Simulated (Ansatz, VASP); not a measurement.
# SnO: VASP beside Ansatz

Contents of INCAR:

```
SYSTEM = SnO
PREC = Accurate ; ENCUT = 520
EDIFF = 1E-7 ; ISMEAR = 0
SIGMA = 0.05 ; LREAL = .FALSE.
LASPH = .TRUE. ; NELM = 100
ALGO = Normal ; ISIF = 2
LWAVE = .FALSE. ; LCHARG = .FALSE.
GGA = PE ; NBANDS = 28
```

File KPOINTS:

```
Automatic mesh
0
G
  10 10 8
  0 0 0
```

The input POSCAR:

```
SnO
1.0
    3.8671579472      0.0000000000      0.0000000000
    0.0000000000      3.8671579472      0.0000000000
    0.0000000000      0.0000000000      5.0719346970
Sn O
2 2
Direct
   -0.0323234793      0.5000000000      0.2284856918
    0.5323234793      0.0000000000      0.7715143082
    0.0034824310      0.0000000000      0.0000000000
    0.4965175690      0.5000000000      0.0000000000
```

Input for Ansatz:

```yaml
crystal:
  lattice:
    - [3.8671579472, 0.0, 0.0]
    - [0.0, 3.8671579472, 0.0]
    - [0.0, 0.0, 5.071934697]
  atoms:
    - { symbol: Sn, position: [-0.0323234793, 0.5, 0.2284856918] }
    - { symbol: Sn, position: [0.5323234793, 0.0, 0.7715143082] }
    - { symbol: O, position: [0.003482431, 0.0, 0.0] }
    - { symbol: O, position: [0.496517569, 0.5, 0.0] }
basis:
  ecutwfc: 520.0
kpoints:
  mp_grid: { grid: [10, 10, 8] }
hamiltonian:
  xc: pbe
  pseudopotentials: { kind: paw, azcp: { folder: soft_1 } }
scf:
  occupations: { method: gaussian, width: 0.05 }
output:
  forces: true
  stress: true
  eigenvalues: true
  write_density: true
  write_potential: true
  elf: true
  volumetric_format: npy
```

Change from the starting cell: mode 4 frozen in at -0.125 Å, equal normal strain along x and y +0.0000.

Alike in both runs: task single point; functional PBE; k mesh 10 × 10 × 8; occupations gaussian, width 0.05 eV; no spin polarisation.

|  | VASP | Ansatz |
| --- | --- | --- |
| version | VASP 6.6.1 | Ansatz 0.2.0 |
| potentials or method | VASP PAW PBE potentials, release 64 (Sn_d, O), cutoff 520 eV | scalar-relativistic, plane waves, PAW |
| valence electrons in the cell | 40 | 40 |

```csv
,VASP,Ansatz,Ansatz less VASP
gap on the k mesh at the Fermi level (eV),0.54,0.53,-0.009
least direct gap on the mesh (eV),1.88,1.92,+0.032
pressure (GPa),0.9,0.7,-0.26
"traceless stress, the component that is largest in VASP (GPa)",2.75,2.65,-0.101
rms of the force components (eV/Å),0.283,0.265,-0.0182
```

Atom by atom the forces differ by 0.039 eV/Å (rms over components). The functional is the same, so the differences come from potentials, cutoffs and numerics.
